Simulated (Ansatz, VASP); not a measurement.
# AlN: VASP beside Ansatz

```
CELL_PARAMETERS angstrom
0.00000 2.20000 2.20000
2.20000 0.00000 2.20000
2.20000 2.20000 0.00000
ATOMIC_POSITIONS crystal
Al 0.00000 0.00000 0.00000
N 0.25000 0.25000 0.25000
```

Alike in both runs: task single point; functional PBE; k mesh 6 × 6 × 6; occupations fermi-dirac, width 0.02 eV; no spin polarisation.

```csv
,VASP,Ansatz
version,VASP 6.6.1,Ansatz 0.2.0 development build
potentials or method,"VASP PAW PBE potentials, release 64 (Al, N)","plane waves, PAW datasets (generated hard set"
plane-wave cutoff (eV),520,700
valence electrons in the cell,8,16
```

|  | VASP | Ansatz | Ansatz less VASP |
| --- | --- | --- | --- |
| gap on the k mesh at the Fermi level (eV) | 3.30 | 3.30 | -0.001 |

VASP's potentials hold 8 valence electrons a cell and Ansatz's 16, so a difference there can come from the potentials and not from the codes.
